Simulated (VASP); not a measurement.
Runs of VASP 6.6.1 on Pb. The structure is that of space group Pm-3m (No. 221), or close to it. The cells are those of the table. 

```tsv
cell	k mesh	gap on the mesh (eV)	pressure (GPa)
a = 3.223 Å, 1 atom	11 × 11 × 11	none	(a)
a = 3.181 Å, 1 atom	11 × 11 × 11	none	0.1
a = 3.138 Å, 1 atom	11 × 11 × 11	none	2.1
a = 3.181 Å, 1 atom	16 × 16 × 16	none	0.1
a = 3.303 Å, 1 atom	11 × 11 × 11	none	(b)
a = 3.263 Å, 1 atom	11 × 11 × 11	none	-2.7
a = 3.048 Å, 1 atom	11 × 11 × 11	none	7.7
a = 3.094 Å, 1 atom	11 × 11 × 11	none	4.6
```

Alike in all rows: task single point; level PBEsol; potentials or basis VASP PAW PBE potentials, release 64 (Pb_d); no spin polarisation; cutoff (eV) 520; smearing fermi-dirac 0.1 eV.

Task: Estimate the missing entries.

Result: (a) -1.4; (b) -3.6.

Caveats: the PAW data sets were made with another functional, which shifts forces and pressure a little; spin-orbit coupling is left out, which moves the levels of the heavy elements.

A k mesh can miss the band edges, and the runs leave out spin-orbit coupling on Pb.

A gap of «none» marks levels without a gap at the run's occupations.
